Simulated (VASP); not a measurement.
**CuO: single point with PBE**

The system is CuO.

```
Cu O
1.0
     0.00000    2.22239    2.11656
     2.22239    0.00000    2.11656
     2.22239    2.22239    0.00000
Cu O
1 1
Cartesian
  0.0000 0.0000 0.0000
  2.2224 2.2224 2.1166
```

This cell differs from its parent crystal: strain +0.050 along x and y, +0.000 along z.

```yaml
Program: VASP 6.6.1
Task: single point
Functional: PBE
Potentials_or_basis: VASP PAW PBE potentials, release 64 (Cu, O)
Cutoff: 520 eV
k_mesh: 20 × 20 × 20
Occupations: gaussian, width 0.15 eV
Spin: no spin polarisation
```

* Pressure: -12.2 GPa

Stress tensor (GPa, compression positive):
```
-12.11   0.00   0.00
  0.00 -12.11   0.00
  0.00   0.00 -12.44
```

Levels at points of the mesh, in eV from the Fermi level:
| k point | band 6 | band 7 | band 8 | band 9 | band 10 | band 11 | band 12 | band 13 |
| --- | --- | --- | --- | --- | --- | --- | --- | --- |
| (0.00, 0.00, 0.00) | -1.98 | -1.94 | -1.92 | -1.92 | 1.09 | 17.94 | 18.06 | 18.06 |
| (0.50, 0.00, 0.00) | -1.63 | -1.26 | 0.53 | 0.77 | 5.63 | 8.83 | 12.80 | 13.83 |
| (0.50, 0.50, 0.00) | -1.64 | -1.51 | -1.51 | -1.41 | 5.27 | 10.51 | 11.48 | 14.85 |
| (0.50, 0.00, 0.50) | -1.74 | -1.48 | -1.48 | -1.40 | 5.23 | 9.84 | 12.06 | 15.06 |

Wall time 3.8 min on 1 thread of AMD EPYC 7R43 64-Core Processor (Zen 3), on a shared host, peak memory 0.27 GiB.

Caveat: the cell differs from its parent crystal (strain +0.050 along x and y, +0.000 along z); an odd number of electrons without spin polarisation forces a metal; a magnetic or distorted state may lie lower; semilocal functionals often make such compounds metallic where correlation or magnetic order opens a gap, which also shifts bond lengths.
